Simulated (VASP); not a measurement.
# BN (P6_3/mmc) in VASP: further runs

The runs below take BN through single point, with LDA, BLYP+D4.

All numbers are computed with VASP 6.6.1; they aren't measurements. Logs are shortened: lines on timing, memory, paths and dates and some standing lists are left out, and cuts for length are marked.

### Step 1. The cell of the first run

Symmetry: P6_3/mmc, No. 194, hexagonal system. The conventional cell has a = 2.489 Å, b = 2.489 Å, c = 6.495 Å, α = 90.00°, β = 90.00°, γ = 120.00°. Within 1.9 Å of N (site symmetry -6m2) lie 3 B at 1.44 Å. Within 1.9 Å of B (site symmetry -6m2) lie 3 N at 1.44 Å.

### Step 2. Single point, LDA

Contents of INCAR:

```
SYSTEM = BN
PREC = Accurate
ENCUT = 520
EDIFF = 1E-7
ISMEAR = -1
SIGMA = 0.05
LREAL = .FALSE.
LASPH = .TRUE.
NELM = 80
ALGO = Normal
ISIF = 2
LWAVE = .FALSE.
LCHARG = .FALSE.
GGA = CA
NBANDS = 16
```

Contents of KPOINTS:

```
regular mesh
0
G
  12 12 4
  0 0 0
```

Contents of POSCAR:

```
BN
1.0
    2.4889454187      0.0000000000      0.0000000000
   -1.2444727094      2.1554899613      0.0000000000
    0.0000000000      0.0000000000      6.4953989597
N B
2 2
Direct
    0.6666666667      0.3333333333      0.2500000000
    0.3333333333      0.6666666667      0.7500000000
    0.6666666667      0.3333333333      0.7500000000
    0.3333333333      0.6666666667      0.2500000000
```

Potentials or basis: VASP PAW LDA potentials, release 64 (N, B).

Run with:

```
> cat potpaw_LDA.64/N/POTCAR potpaw_LDA.64/B/POTCAR > POTCAR
> mpirun -np 1 vasp_std > vasp.out
```

OUTCAR:

```text
SYSTEM = BN
   PREC = Accurate
   ENCUT = 520
   EDIFF = 1E-7
   ISMEAR = -1
   LREAL = .FALSE.
   LASPH = .TRUE.
   NELM = 80
   ISIF = 2
   GGA = CA

 ion  position               nearest neighbor table
   1  0.667  0.333  0.250-   4 1.44   4 1.44   4 1.44
   2  0.333  0.667  0.750-   3 1.44   3 1.44   3 1.44
   3  0.667  0.333  0.750-   2 1.44   2 1.44   2 1.44
   4  0.333  0.667  0.250-   1 1.44   1 1.44   1 1.44

  LATTYP: Found a hexagonal cell.
 ALAT       =     2.4889454187
 C/A-ratio  =     2.6096992368

  Lattice vectors:

 A1 = (   2.4889454187,   0.0000000000,   0.0000000000)
 A2 = (  -1.2444727094,   2.1554899613,   0.0000000000)
 A3 = (   0.0000000000,   0.0000000000,   6.4953989597)

Analysis of symmetry for initial positions (statically):
=====================================================================
 Subroutine PRICEL returns:
 Original cell was already a primitive cell.

 Routine SETGRP: Setting up the symmetry group for a
 hexagonal supercell.

 Subroutine GETGRP returns: Found 24 space group operations
 (whereof 12 operations were pure point group operations)
 out of a pool of 24 trial point group operations.

The static configuration has the point symmetry D_3d.
 The point group associated with its full space group is D_6h.

Analysis of symmetry for dynamics (positions and initial velocities):
=====================================================================
 Subroutine PRICEL returns:
 Original cell was already a primitive cell.

 Routine SETGRP: Setting up the symmetry group for a
 hexagonal supercell.

 Subroutine GETGRP returns: Found 24 space group operations
 (whereof 12 operations were pure point group operations)
 out of a pool of 24 trial point group operations.

The dynamic configuration has the point symmetry D_3d.
 The point group associated with its full space group is D_6h.

 Subroutine INISYM returns: Found 24 space group operations
 (whereof 12 operations are pure point group operations),
 and found     1 'primitive' translations

----------------------------------------------------------------------------------------

                                     Primitive cell

  volume of cell :      34.8471

  direct lattice vectors                    reciprocal lattice vectors
     2.488945419  0.000000000  0.000000000     0.401776589  0.231965822  0.000000000
    -1.244472709  2.155489961  0.000000000     0.000000000  0.463931643  0.000000000
     0.000000000  0.000000000  6.495398960     0.000000000  0.000000000  0.153955131

[... 90 lines left out ...]
   NSW    =      0    number of steps for IOM
   IBRION =     -1    ionic relax: 0-MD 1-quasi-New 2-CG
   NFREE  =      0    steps in history (QN), initial steepest desc. (CG)
   ISIF   =      2    stress and relaxation
   ISYM   =      2    0-nonsym 1-usesym 2-fastsym
   POTIM  = 0.5000    time-step for ionic-motion
   TEBEG  =    0.0;   TEEND  =   0.0 temperature during run
   PSTRESS=    0.0 pullay stress
   NELECT =      16.0000    total number of electrons
   NUPDOWN=      -1.0000    fix difference up-down
   EMIN   =  10.00;   EMAX   =-10.00  energy-range for DOS
   EFERMI =   0.00;   METHOD = LEGACY
   ISMEAR =    -1;   SIGMA  =   0.05  broadening in eV -4-tet -1-fermi 0-gaus
   EFERMI_NEDOS =   21; number of points for ismear=-14 and -15
   IALGO  =     38    algorithm
   IMIX   =      4    mixing-type and parameters
     AMIX     =   0.40;   BMIX     =  1.00
     AMIX_MAG =   1.60;   BMIX_MAG =  1.00
  volume/ion in A,a.u.               =       8.71        58.79
  Fermi-wavevector in a.u.,A,eV,Ry     =   1.262968  2.386664 21.702500  1.595089
  Thomas-Fermi vector in A             =   2.396349
   LORBIT       =      0    0 simple, 1 ext, 2 COOP (PROOUT), +10 PAW based schemes
   GGA     = CA    functional components
   LHFCALC =     F    Hartree Fock is set to
   AEXX    =    0.0000 exact exchange contribution
   IVDW    =     0    specifies the selected vdW correction
   LEPSILON=     F    determine dielectric tensor
   LRPA    =     F    only Hartree local field effects (RPA)
 non-spin polarized calculation
  energy-cutoff  :      520.00
  volume of cell :       34.85
 maximum number of plane-waves:       961
 NGX is ok and might be reduce to    20
   NGX =  9   NGY =  9   NGZ = 25

 number of electron      16.0000002 magnetization

 Free energy of the ion-electron system (eV)
  ---------------------------------------------------
  ext. energy  EPLUGINS =         0.00000000
  ---------------------------------------------------
  free energy    TOTEN  =       -38.58047550 eV

  energy without entropy =      -38.58047550  energy(sigma->0) =      -38.58047550

 E-fermi :   3.5253     XC(G=0): -10.6969

 val. band max:        2.4290093687   @ k =   0.3333   0.2500   0.0000
 cond. band min:       6.4814838104   @ k =   0.5000   0.0000   0.0000
 fundamental gap:      4.0524744417
 Fermi energy:         3.5252508905

 k-point     1 :       0.0000    0.0000    0.0000
  band No.  band energies     occupation
      1     -15.3121      2.00000
      2     -14.9429      2.00000
      3      -4.1124      2.00000
      4      -1.6691      2.00000
      5       1.0892      2.00000
      6       1.0893      2.00000
[... 433 lines left out ...]
      3      -4.4744      2.00000
      4      -4.4008      2.00000
      5      -1.2039      2.00000
      6      -1.1508      2.00000
[... 8 lines left out ...]
     15      19.2319      0.00000
     16      21.0849      0.00000

 [... further k-points ...]

------------------------ aborting loop because EDIFF is reached ----------------------------------------

  FORCE on cell =-STRESS in cart. coord.  units (eV):
  Direction    XX          YY          ZZ          XY          YZ          ZX
  --------------------------------------------------------------------------------------
  -------------------------------------------------------------------------------------
  Total        0.1680158      0.1680158     -0.0395626     -0.0000000      0.0000000      0.0000000
  in kB        7.7249125      7.7249125     -1.8189823     -0.0000000      0.0000000      0.0000000
  external PRESSURE =       4.5436142 kB  Pullay stress =       0.0000000 kB

 VOLUME and BASIS-vectors are now :
 -----------------------------------------------------------------------------
  energy-cutoff  :      520.00
  volume of cell :       34.85
      direct lattice vectors                 reciprocal lattice vectors
     2.488945419  0.000000000  0.000000000     0.401776589  0.231965822  0.000000000
    -1.244472709  2.155489961  0.000000000     0.000000000  0.463931643  0.000000000
     0.000000000  0.000000000  6.495398960     0.000000000  0.000000000  0.153955131

 POSITION                                       TOTAL-FORCE (eV/Angst)
 -----------------------------------------------------------------------------------
      1.24447      0.71850      1.62385        -0.000000      0.000000      0.000000
     -0.00000      1.43699      4.87155        -0.000000     -0.000000      0.000000
      1.24447      0.71850      4.87155        -0.000000      0.000000      0.000000
     -0.00000      1.43699      1.62385         0.000000     -0.000000      0.000000
 -----------------------------------------------------------------------------------
    total drift:                               -0.000000      0.000000     -0.000000

  FREE ENERGIE OF THE ION-ELECTRON SYSTEM (eV)
  ---------------------------------------------------
  free  energy   TOTEN  =       -38.5804754962 eV

  energy  without entropy=      -38.5804754962  energy(sigma->0) =      -38.58047550
```

OSZICAR:

```text
N       E                     dE             d eps       ncg     rms          rms(c)
DAV:   1     0.425213765644E+02    0.42521E+02   -0.79440E+03  1824   0.924E+02
DAV:   2    -0.397732989588E+02   -0.82295E+02   -0.75069E+02  2536   0.210E+02
DAV:   3    -0.426330899267E+02   -0.28598E+01   -0.28483E+01  2336   0.378E+01
DAV:   4    -0.426473142765E+02   -0.14224E-01   -0.14222E-01  2280   0.310E+00
DAV:   5    -0.426474346196E+02   -0.12034E-03   -0.12034E-03  2312   0.265E-01    0.112E+01
DAV:   6    -0.390696495251E+02    0.35778E+01   -0.57674E+00  2160   0.181E+01    0.485E+00
DAV:   7    -0.387018989806E+02    0.36775E+00   -0.48251E-01  2472   0.487E+00    0.301E+00
DAV:   8    -0.385860507381E+02    0.11585E+00   -0.27658E-01  2312   0.354E+00    0.474E-01
DAV:   9    -0.385804892506E+02    0.55615E-02   -0.16338E-02  2144   0.986E-01    0.187E-01
DAV:  10    -0.385804618714E+02    0.27379E-04   -0.68077E-04  2344   0.198E-01    0.248E-02
DAV:  11    -0.385804754914E+02   -0.13620E-04   -0.23667E-05  2160   0.397E-02    0.181E-02
DAV:  12    -0.385804755183E+02   -0.26870E-07   -0.55023E-06  2176   0.168E-02    0.137E-03
DAV:  13    -0.385804754962E+02    0.22098E-07   -0.29312E-07  2376   0.365E-03
   1 F= -.38580475E+02 E0= -.38580475E+02  d E =-.261487E-10
```

stdout:

```text
POSCAR found type information on POSCAR N B
 POSCAR found :  2 types and       4 ions
 scaLAPACK will be used
 LDA part: xc-table for (Slater(with rela. corr.)+CA(PZ))
 , standard interpolation
 POSCAR, INCAR and KPOINTS ok, starting setup
 FFT: planning ... GRIDC
 FFT: planning ... GRID_SOFT
 FFT: planning ... GRID
 WAVECAR not read
 entering main loop
```

Wall time 38 s (1 thread of Intel Xeon 8259CL, shared host); peak memory 0.15 GiB.

What came out:

| Item | Value |
| --- | --- |
| Free energy | -38.5805 eV |
| Pressure | 0.5 GPa |
| Band gap on the k mesh | 4.05 eV (least direct gap 4.47 eV) |

Levels at points of the mesh, in eV from the valence-band top:
| k point | band 4 | band 5 | band 6 | band 7 | band 8 | band 9 | band 10 | band 11 | band 12 | band 13 |
| --- | --- | --- | --- | --- | --- | --- | --- | --- | --- | --- |
| (0.00, 0.00, 0.00) | -4.10 | -1.34 | -1.34 | -1.29 | -1.29 | 5.07 | 10.35 | 11.55 | 11.55 | 11.70 |
| (0.50, 0.00, 0.00) | -8.88 | -4.21 | -4.13 | -1.59 | -0.42 | 4.05 | 5.64 | 9.64 | 10.10 | 12.44 |
| (0.00, 0.00, 0.50) | -5.47 | -1.32 | -1.32 | -1.32 | -1.32 | 7.64 | 7.64 | 11.62 | 11.62 | 11.62 |
| (0.50, 0.00, 0.50) | -8.93 | -4.17 | -4.17 | -0.97 | -0.97 | 4.57 | 4.57 | 10.09 | 10.09 | 13.40 |

A k mesh can miss the band edges. LDA gaps usually lie below the measured ones, often by a third to a half.

### Step 3. Single point, BLYP+D4

This run uses another cell than the first one, of 8.79 Å³/atom.

Contents of INCAR:

```
SYSTEM = BN
PREC     = Accurate       ! precision mode
ENCUT    = 520            ! plane-wave cutoff, eV
EDIFF    = 1E-6           ! SCF threshold, eV
ISMEAR   = -1             ! smearing method
SIGMA    = 0.05           ! smearing width, eV
LREAL    = .FALSE.        ! projectors in reciprocal space
LASPH    = .TRUE.         ! aspherical terms in the spheres
NELM     = 80             ! most SCF steps
ALGO     = Normal         ! electronic algorithm
ISIF     = 2              ! what is computed and relaxed
LWAVE    = .FALSE.        ! write WAVECAR
LCHARG   = .TRUE.         ! write CHGCAR
GGA      = B5             ! functional
ALDAX    = 1.0          
AGGAX    = 1.0          
AGGAC    = 1.0          
ALDAC    = 0.0          
IVDW     = 13             ! dispersion correction
VDW_S6   = 1.0          
VDW_S8   = 2.34076671   
VDW_A1   = 0.44488865   
VDW_A2   = 4.0933009    
LELF     = .TRUE.         ! ELF
LVHAR    = .TRUE.       
NBANDS   = 16             ! bands
```

Contents of KPOINTS:

```
Automatic mesh
0
G
  12 12 4
  0 0 0
```

Contents of POSCAR:

```
BN
1.0
    2.4814727834      0.0000000000      0.0000000000
   -1.2407363917      2.1490184693      0.0000000000
    0.0000000000      0.0000000000      6.5911637588
N B
2 2
Direct
    0.6666666667      0.3333333333      0.2500000000
    0.3333333333      0.6666666667      0.7500000000
    0.6666666667      0.3333333333      0.7500000000
    0.3333333333      0.6666666667      0.2500000000
```

Potentials or basis: VASP PAW PBE potentials, release 64 (N, B).

Run with:

```
> cat potpaw_PBE.64/N/POTCAR potpaw_PBE.64/B/POTCAR > POTCAR
> mpirun -np 1 vasp_std > vasp.out
```

It took 52 s on 1 thread of Intel Xeon 8259CL, shared host; peak memory 0.15 GiB.

Results (log left out):

```yaml
Free_energy: -34.8186 eV
Pressure: 7.1 GPa
Band_gap_on_the_k_mesh: 4.39 eV (least direct gap 4.77 eV)
Dispersion_energy_per_atom: -0.309 eV
```

Stress tensor (GPa, compression positive):
```
11.56  0.00  0.00
 0.00 11.56  0.00
 0.00  0.00 -1.94
```

Levels at points of the mesh, in eV from the valence-band top:
```csv
k point,band 5,band 6,band 7,band 8,band 9,band 10,band 11,band 12
"(0.00, 0.00, 0.00)",-1.40,-1.40,-1.36,-1.36,5.37,10.53,11.85,11.85
"(0.50, 0.00, 0.00)",-4.23,-4.17,-1.47,-0.43,4.39,5.79,9.93,10.43
"(0.00, 0.00, 0.50)",-1.38,-1.38,-1.38,-1.38,7.80,7.80,11.91,11.91
"(0.50, 0.00, 0.50)",-4.20,-4.20,-0.93,-0.93,4.86,4.86,10.38,10.38
```

Caveat: the cell stands under pressure; the PAW data sets were made with another functional, which shifts forces and pressure a little. A k mesh can miss the band edges.

### Step 4. Single point, BLYP+D4

This run uses another cell than the first one, of 8.97 Å³/atom.

Contents of INCAR:

```
  AGGAC = 1.0
  AGGAX = 1.0
  ALDAC = 0.0
  ALDAX = 1.0
  ALGO = Normal
  EDIFF = 1E-6
  ENCUT = 520
  GGA = B5
  ISIF = 2
  ISMEAR = -1
  IVDW = 13
  LASPH = True
  LCHARG = False
  LREAL = False
  LWAVE = False
  NBANDS = 16
  NELM = 80
  PREC = Accurate
  SIGMA = 0.05
  VDW_A1 = 0.44488865
  VDW_A2 = 4.0933009
  VDW_S6 = 1.0
  VDW_S8 = 2.34076671
```

Contents of KPOINTS:

```
k-points
0
Gamma
  12 12 4
```

Contents of POSCAR:

```
BN
1.0
    2.4982400000      0.0000000000      0.0000000000
   -1.2491200000      2.1635393048      0.0000000000
    0.0000000000      0.0000000000      6.6357000000
N B
2 2
Direct
    0.6666666667      0.3333333333      0.2500000000
    0.3333333333      0.6666666667      0.7500000000
    0.6666666667      0.3333333333      0.7500000000
    0.3333333333      0.6666666667      0.2500000000
```

Potentials or basis: VASP PAW PBE potentials, release 64 (N, B).

Run with:

```
> cat potpaw_PBE.64/N/POTCAR potpaw_PBE.64/B/POTCAR > POTCAR
> mpirun -np 1 vasp_std > vasp.out
```

OUTCAR:

```text
EDIFF = 1E-6
   ENCUT = 520
   GGA = B5
   ISIF = 2
   ISMEAR = -1
   IVDW = 13
   LASPH = True
   LREAL = False
   NELM = 80
   PREC = Accurate

 ion  position               nearest neighbor table
   1  0.667  0.333  0.250-   4 1.44   4 1.44   4 1.44
   2  0.333  0.667  0.750-   3 1.44   3 1.44   3 1.44
   3  0.667  0.333  0.750-   2 1.44   2 1.44   2 1.44
   4  0.333  0.667  0.250-   1 1.44   1 1.44   1 1.44

  LATTYP: Found a hexagonal cell.
 ALAT       =     2.4982400000
 C/A-ratio  =     2.6561499296
[... 655 lines left out ...]

  Edisp (eV):   -1.21065

  FORCE on cell =-STRESS in cart. coord.  units (eV):
  Direction    XX          YY          ZZ          XY          YZ          ZX
  --------------------------------------------------------------------------------------
  -------------------------------------------------------------------------------------
  Total       0.87095     0.87095    -0.45898     0.00000     0.00000    -0.00000
  in kB      38.90612    38.90612   -20.50296     0.00000     0.00000    -0.00000
  external pressure =       19.10 kB  Pullay stress =        0.00 kB

 VOLUME and BASIS-vectors are now :
 -----------------------------------------------------------------------------
  energy-cutoff  :      520.00
  volume of cell :       35.87
      direct lattice vectors                 reciprocal lattice vectors
     2.498240000  0.000000000  0.000000000     0.400281798  0.231102804  0.000000000
    -1.249120000  2.163539305  0.000000000     0.000000000  0.462205608  0.000000000
     0.000000000  0.000000000  6.635700000     0.000000000  0.000000000  0.150700002

 POSITION                                       TOTAL-FORCE (eV/Angst)
 -----------------------------------------------------------------------------------
      1.24912      0.72118      1.65892         0.000000      0.000000      0.000000
     -0.00000      1.44236      4.97677        -0.000000     -0.000000      0.000000
      1.24912      0.72118      4.97677         0.000000      0.000000      0.000000
     -0.00000      1.44236      1.65892        -0.000000      0.000000      0.000000
 -----------------------------------------------------------------------------------
    total drift:                                0.000000     -0.000000      0.000000

  FREE ENERGIE OF THE ION-ELECTRON SYSTEM (eV)
  ---------------------------------------------------
  free  energy   TOTEN  =       -34.8391227834 eV

  energy  without entropy=      -34.8391227834  energy(sigma->0) =      -34.83912278
```

OSZICAR:

```text
N       E                     dE             d eps       ncg     rms          rms(c)
DAV:   1     0.531518892801E+02    0.53152E+02   -0.81527E+03  1824   0.930E+02
DAV:   2    -0.344084757218E+02   -0.87560E+02   -0.79387E+02  2600   0.225E+02
DAV:   3    -0.377992324852E+02   -0.33908E+01   -0.33776E+01  2360   0.438E+01
DAV:   4    -0.378213383364E+02   -0.22106E-01   -0.22103E-01  2304   0.392E+00
DAV:   5    -0.378215452371E+02   -0.20690E-03   -0.20690E-03  2336   0.363E-01    0.120E+01
DAV:   6    -0.340298158318E+02    0.37917E+01   -0.65016E+00  2328   0.196E+01    0.503E+00
DAV:   7    -0.337282193249E+02    0.30160E+00   -0.69252E-01  2464   0.604E+00    0.323E+00
DAV:   8    -0.336349681933E+02    0.93251E-01   -0.29707E-01  2312   0.367E+00    0.536E-01
DAV:   9    -0.336281305061E+02    0.68377E-02   -0.18867E-02  2160   0.114E+00    0.221E-01
DAV:  10    -0.336284540572E+02   -0.32355E-03   -0.13445E-03  2192   0.293E-01    0.353E-02
DAV:  11    -0.336284704850E+02   -0.16428E-04   -0.54001E-05  2296   0.598E-02    0.182E-02
DAV:  12    -0.336284765330E+02   -0.60479E-05   -0.90246E-06  2104   0.233E-02    0.197E-03
DAV:  13    -0.336284764780E+02    0.54943E-07   -0.23405E-07  1672   0.390E-03
   1 F= -.34839123E+02 E0= -.34839123E+02  d E =-.557979E-10
```

stdout:

```text
POSCAR found type information on POSCAR N B
 POSCAR found :  2 types and       4 ions
 scaLAPACK will be used
 -----------------------------------------------------------------------------
|                                                                             |
|                                                                             |
|     You enforced a specific xc type in the INCAR file but a different       |
|     I HOPE YOU KNOW WHAT YOU ARE DOING!                                     |
|                                                                             |
 -----------------------------------------------------------------------------

 LDA part: xc-table for (Slater(with rela. corr.)+VWN5), standard interpolation
 POSCAR, INCAR and KPOINTS ok, starting setup
 FFT: planning ... GRIDC
 FFT: planning ... GRID_SOFT
 FFT: planning ... GRID
 WAVECAR not read
 entering main loop
```

Wall time 62 s (1 thread of Intel Xeon 8259CL, shared host); peak memory 0.16 GiB.

What came out:

```yaml
Free_energy: -34.8391 eV
Pressure: 1.9 GPa
Band_gap_on_the_k_mesh: 4.36 eV (least direct gap 4.72 eV)
Dispersion_energy_per_atom: -0.303 eV
```

Levels at points of the mesh, in eV from the valence-band top:
```
           k point  band 5  band 6  band 7  band 8  band 9  band 10  band 11  band 12
(0.00, 0.00, 0.00)   -1.42   -1.42   -1.38   -1.38    5.33    10.37    11.68    11.68
(0.50, 0.00, 0.00)   -4.20   -4.14   -1.43   -0.42    4.36     5.71     9.74    10.21
(0.00, 0.00, 0.50)   -1.40   -1.40   -1.40   -1.40    7.70     7.70    11.74    11.74
(0.50, 0.00, 0.50)   -4.17   -4.17   -0.91   -0.91    4.82     4.82    10.16    10.16
```

Caveat: the PAW data sets were made with another functional, which shifts forces and pressure a little. A hybrid or GW would open this gap; BLYP tends to underestimate it.

[end of part 1 of 2]
